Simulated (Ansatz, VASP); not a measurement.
ZnHgO2 in VASP and in Ansatz

```
Zn Hg O
1.0
     4.00922    0.00000    0.00000
     0.00000    4.00922    0.00000
     0.00000    0.00000    3.30459
Zn Hg O
1 1 2
Direct
  0.00000 0.00000 0.00000
  0.50000 0.50000 0.50000
  0.50000 0.00000 0.00000
  0.00000 0.50000 0.00000
```

Alike in both runs: task single point; functional PBE; k mesh 5 × 5 × 6; occupations fermi-dirac, width 0.05 eV; no spin polarisation.

|  | VASP | Ansatz |
| --- | --- | --- |
| version | VASP 6.6.1 | Ansatz 0.2.0 |
| potentials or method | VASP PAW PBE potentials, release 64 (Zn, Hg, O) | Ansatz PAW |
| plane-wave cutoff (eV) | 520 | 420 |
| valence electrons in the cell | 36 | 44 |

Ansatz gave:

- gap on the k mesh at the Fermi level (eV): none
- pressure (GPa): 0.1
- traceless stress, the component that is largest in VASP (GPa): -0.02

Estimate VASP's values.

gap on the k mesh at the Fermi level (eV): none; pressure (GPa): 0.9; traceless stress, the component that is largest in VASP (GPa): -0.41.

A gap of «none» marks a metal or a gap that the smearing closes. VASP's potentials hold 36 valence electrons a cell and Ansatz's 44, so a difference there can come from the potentials and not from the codes.

Spin-orbit coupling is off throughout.
